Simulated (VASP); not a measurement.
Input of a VASP 6.6.1 run:

Contents of INCAR:

```
SYSTEM = Ta
  PREC = Accurate
  ENCUT = 520
  EDIFF = 1E-6
  ISMEAR = 0
  SIGMA = 0.05
  LREAL = .False.
  LASPH = .True.
  NELM = 150
  ALGO = Normal
  ISIF = 2
  LWAVE = .False.
  LCHARG = .False.
  MAGMOM = 0 0 0
  LORBIT = 11
  LSORBIT = .True.
  GGA_COMPAT = .False.
  LORBMOM = .True.
  LMAXMIX = 4
  GGA = PE
  NBANDS = 22
```

KPOINTS

```
regular mesh
0
Gamma
  18 18 18
  0 0 0
```

The input POSCAR:

```
Ta
1.0
    0.0000000000      2.1162810310      2.1162810310
    2.1162810310      0.0000000000      2.1162810310
    2.1162810310      2.1162810310      0.0000000000
Ta
1
Direct
    0.0000000000      0.0000000000      0.0000000000
```

Potentials or basis: VASP PAW PBE potentials, release 64 (Ta_pv).

Run with:

```console
$ cat potpaw_PBE.64/Ta_pv/POTCAR > POTCAR
$ mpirun -np 1 vasp_ncl > vasp.out
```

(1) What does it give for the pressure?

(2) Estimate the net moment.

Answers

(1) -1.5 GPa.

(2) 0.00 μB per cell.
